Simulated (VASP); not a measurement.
Here is a VASP 6.6.1 calculation.

Contents of INCAR:

```
PREC     = Accurate       # precision mode
ENCUT    = 520            # plane-wave cutoff, eV
EDIFF    = 1E-6           # SCF threshold, eV
ISMEAR   = 0              # smearing method
SIGMA    = 0.05           # smearing width, eV
LREAL    = False          # projectors in reciprocal space
LASPH    = True           # aspherical terms in the spheres
NELM     = 80             # most SCF steps
ALGO     = Normal         # electronic algorithm
ISIF     = 2              # what is computed and relaxed
LWAVE    = False          # write WAVECAR
LCHARG   = False          # write CHGCAR
GGA      = PE             # functional
NBANDS   = 12             # bands
```

Contents of KPOINTS:

```
Automatic mesh
0
Gamma
  8 8 8
```

The input POSCAR:

```
Sc
1.0
    0.0000000000      2.3180609582      2.3180609582
    2.3180609582      0.0000000000      2.3180609582
    2.3180609582      2.3180609582      0.0000000000
Sc
1
Direct
    0.0000000000      0.0000000000      0.0000000000
```

Potentials or basis: VASP PAW PBE potentials, release 64 (Sc_sv).

The run is started by

```bash
$ cat potpaw_PBE.64/Sc_sv/POTCAR > POTCAR
$ mpirun -np 1 vasp_std > vasp.out
```

(1) What does it give for the pressure?

(2) What does it give for the band gap on the k mesh?

## Answers

(1) -0.5 GPa.

(2) zero (an odd number of electrons rules out a gap without spin polarisation).
